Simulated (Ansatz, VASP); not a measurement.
BeS: VASP beside Ansatz

```
CELL_PARAMETERS angstrom
0.00000 2.31730 2.24778
2.31730 0.00000 2.24778
2.31730 2.31730 0.00000
ATOMIC_POSITIONS crystal
Be 0.00000 0.00000 0.00000
S 0.50000 0.50000 0.50000
```

Change from the starting cell: uniaxial_z strain -3.0%.

Alike in both runs: task single point; functional r2SCAN; k mesh 10 × 10 × 10; no spin polarisation.

|  | VASP | Ansatz |
| --- | --- | --- |
| version | VASP 6.6.1 | Ansatz 0.2.0 |
| potentials or method | VASP PAW PBE potentials, release 64 (Be, S) | plane waves, PAW |
| plane-wave cutoff (eV) | 520 | 500 |
| occupations | gaussian, width 0.01 eV | fixed |
| valence electrons in the cell | 8 | 8 |

|  | VASP | Ansatz | Ansatz less VASP |
| --- | --- | --- | --- |
| gap on the k mesh at the Fermi level (eV) | 1.13 | 1.13 | -0.001 |
| pressure (GPa) | 3.7 | 3.8 | +0.08 |
| traceless stress, the component that is largest in VASP (GPa) | 2.42 | 2.44 | +0.021 |

VASP's potentials were made for PBE, not for r2SCAN.
